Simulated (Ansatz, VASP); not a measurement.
## Two plane-wave programs on ZrSi2

```
Zr Si
1.0
     1.85300   -7.36750    0.00000
     1.85300    7.36750    0.00000
     0.00000    0.00000    3.67200
Zr Si
2 4
Direct
  0.89460 0.10540 0.25000
  0.10540 0.89460 0.75000
  0.55220 0.44780 0.25000
  0.44780 0.55220 0.75000
  0.24960 0.75040 0.25000
  0.75040 0.24960 0.75000
```

Alike in both runs: task single point; functional PBE; k mesh 6 × 6 × 6; occupations gaussian, width 0.1 eV; no spin polarisation.

|  | VASP | Ansatz |
| --- | --- | --- |
| version | VASP 6.6.1 | Ansatz 0.2.0 |
| potentials or method | VASP PAW PBE potentials, release 64 (Zr_sv, Si), cutoff 520 eV | scalar-relativistic, plane waves, PAW |
| valence electrons in the cell | 40 | 40 |

Ansatz gave:

* gap on the k mesh at the Fermi level (eV): none
* pressure (GPa): 1.0
* traceless stress, the component that is largest in VASP (GPa): 0.28
* rms of the force components (eV/Å): 0.079

Q: What did VASP give for the same quantities?

A: gap on the k mesh at the Fermi level (eV): none; pressure (GPa): 1.0; traceless stress, the component that is largest in VASP (GPa): 0.28; rms of the force components (eV/Å): 0.075.

Atom by atom the forces differ by 0.004 eV/Å (rms over components). A gap of «none» marks a metal or a gap that the smearing closes.
